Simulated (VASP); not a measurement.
Here is a VASP 6.6.1 calculation.

INCAR

```
ALGO = Normal ; EDIFF = 1E-6
ENCUT = 520 ; GGA = PE
ISIF = 2 ; ISMEAR = -1
ISYM = 0 ; LASPH = True
LCHARG = False ; LREAL = Auto
LWAVE = False ; NBANDS = 98
NELM = 80 ; PREC = Accurate
SIGMA = 0.1379
```

Contents of KPOINTS:

```
Automatic mesh
0
Gamma
  1 1 1
  0.25 0.25 0.25
```

The input POSCAR:

```
Ti6B7N13
1.0
    6.5909440000      0.1073650000     -0.0109400000
    0.1073650000      6.3478060000      0.1405630000
   -0.0109400000      0.1405630000      6.3290700000
Ti N B
6 13 7
Direct
    0.5618665594      1.0024758218      0.1091265875
    0.2149572058      0.5175946046      0.2256353590
    0.1123147785      0.0702623324      0.0790796182
    0.8859573380      0.8053480588      0.4110964540
    0.4151306274      0.8498086276      0.6259982713
    0.7936499208      0.4077794233      0.7346820040
    0.6211300927      0.6697807061      0.7056364960
    0.7033937944      0.7102470115      0.0864515130
    0.3366434451      0.5812756116      0.9398309760
   -0.0318666627      0.4020834044      0.1049630244
    0.7728337473      0.4995824300      0.4264732411
    0.3560256056      0.2421830967      0.1753946374
    0.4615300277      0.3401534693      0.5505616380
    1.0592924176      0.7496302430      0.6964401378
    0.1079901884      0.9393510520      0.7772129888
    0.6842490129      0.1601762585      0.8512111304
    0.1567873575      0.8436129358      0.2560508082
    0.1013880003      0.3499866462      0.7152603798
    0.6317012599      0.0083984081      0.3894262990
    0.4723521902      0.1730635097      0.3862703694
    0.5144551549      0.1895909543      0.7116590062
    0.7960910293      0.5203412345      0.2053774900
    0.1714440775      0.5676980772      0.7786305497
    0.5618630754      0.5513705238      0.5226656503
    0.5363952814      0.6444109975      0.9178654718
    0.1155409169      0.1346269113      0.6521875181
```

Potentials or basis: VASP PAW PBE potentials, release 64 (Ti_sv, N, B).

Command:

```bash
$ cat potpaw_PBE.64/Ti_sv/POTCAR potpaw_PBE.64/N/POTCAR potpaw_PBE.64/B/POTCAR > POTCAR
$ mpirun -np 1 vasp_std > vasp.out
```

Estimate the largest force.

5.200 eV/Å.

Predict the pressure.

1.7 GPa.

Forces on the atoms (eV/Å):
```
Ti   1.169 -1.663 -3.818
Ti  -0.916 -0.541 -1.088
Ti  -0.074  2.104 -0.733
Ti  -0.902  0.783 -0.121
Ti  -3.687  3.218 -1.756
Ti   2.480  0.153  1.087
N    1.707 -1.367  1.376
N   -1.914 -0.744  0.095
N   -1.588  0.480 -0.185
N    0.068  0.113  0.694
N   -0.715  0.550  0.322
N    0.832 -2.253  2.100
N    0.905  1.585 -0.912
N    0.281  0.051 -0.908
N    0.299  1.192  0.311
N   -1.047 -0.122  0.728
N   -0.524 -1.460  1.176
N   -0.358 -0.785 -0.890
N   -0.163 -0.001  1.868
B   -1.068  1.934  0.148
B   -0.157 -2.062  1.151
B    1.610 -0.054 -2.098
B    0.267 -2.888  0.607
B    0.580 -1.328 -1.874
B    2.192  1.182  1.701
B    0.722  1.926  1.023
```

Caveat: the k points lie up to 0.99 Å⁻¹ apart.
